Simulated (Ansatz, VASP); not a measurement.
# Two plane-wave programs on FeO

```xyz
2
Lattice="-1.6021 1.6021 2.0834 1.6021 -1.6021 2.0834 1.6021 1.6021 -2.0834" Properties=species:S:1:pos:R:3 pbc="T T T"
Fe    0.0000    0.0000    0.0000
O     0.0000    0.0000    2.0834
```

Alike in both runs: task single point; functional PBE; k mesh 12 × 12 × 12; occupations fermi-dirac, width 0.05 eV; collinear spin.

```csv
,VASP,Ansatz
version,VASP 6.6.1,Ansatz 0.2.0
potentials or method,"VASP PAW PBE potentials, release 64 (Fe, O)",Ansatz PAW
plane-wave cutoff (eV),520,420
valence electrons in the cell,14,22
```

```tsv
	VASP	Ansatz	Ansatz less VASP
gap on the k mesh at the Fermi level (eV)	none	none	-
pressure (GPa)	-8.7	-8.7	+0.02
traceless stress, the component that is largest in VASP (GPa)	3.37	3.10	-0.280
net moment per atom (μB)	2.00	2.00	+0.001
size of the moment on the site where the two differ most (μB)	3.62	3.40	-0.219
```

Site moments also hang on the region over which each program counts them. A gap of «none» marks a metal or a gap that the smearing closes. With one functional, cell and mesh, what is left measures potentials, basis and numerics. VASP's potentials hold 14 valence electrons a cell and Ansatz's 22, so a difference there can come from the potentials and not from the codes.
